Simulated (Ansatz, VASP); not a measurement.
## One calculation of Mg, two programs

The input INCAR:

```
  PREC = Accurate
  ENCUT = 520
  EDIFF = 1E-7
  ISMEAR = 0
  SIGMA = 0.15
  LREAL = False
  LASPH = True
  NELM = 60
  ALGO = Fast
  ISIF = 2
  LWAVE = False
  LCHARG = False
  GGA = PE
  NBANDS = 7
```

File KPOINTS:

```
regular mesh
0
Gamma
  20 20 20
```

File POSCAR:

```
Mg
1.0
   -1.7936063685      1.7936063685      1.8807756381
    1.7936063685     -1.7936063685      1.8807756381
    1.7936063685      1.7936063685     -1.8807756381
Mg
1
Direct
    0.0000000000      0.0000000000      0.0000000000
```

Input for Ansatz:

```yaml
crystal:
  lattice:
    - [-1.7936063685, 1.7936063685, 1.8807756381]
    - [1.7936063685, -1.7936063685, 1.8807756381]
    - [1.7936063685, 1.7936063685, -1.8807756381]
  atoms:
    - { symbol: Mg, position: [0.0, 0.0, 0.0] }
basis:
  ecutwfc: 520.0
kpoints:
  mp_grid: { grid: [20, 20, 20] }
hamiltonian:
  xc: pbe
  pseudopotentials: { kind: paw }
scf:
  occupations: { method: gaussian, width: 0.15 }
output:
  forces: true
  stress: true
  eigenvalues: true
```

Alike in both runs: task single point; functional PBE; k mesh 20 × 20 × 20; occupations gaussian, width 0.15 eV; no spin polarisation.

|  | VASP | Ansatz |
| --- | --- | --- |
| version | VASP 6.6.1 | Ansatz 0.2.0 |
| potentials or method | VASP PAW PBE potentials, release 64 (Mg), cutoff 520 eV | scalar-relativistic, plane waves, PAW |
| valence electrons in the cell | 2 | 10 |

|  | VASP | Ansatz | Ansatz less VASP |
| --- | --- | --- | --- |
| gap on the k mesh at the Fermi level (eV) | none | none | - |
| pressure (GPa) | -1.8 | -1.7 | +0.12 |
| traceless stress, the component that is largest in VASP (GPa) | 0.06 | 0.05 | -0.001 |

A gap of «none» marks a metal or a gap that the smearing closes. VASP's potentials hold 2 valence electrons a cell and Ansatz's 10, so a difference there can come from the potentials and not from the codes.
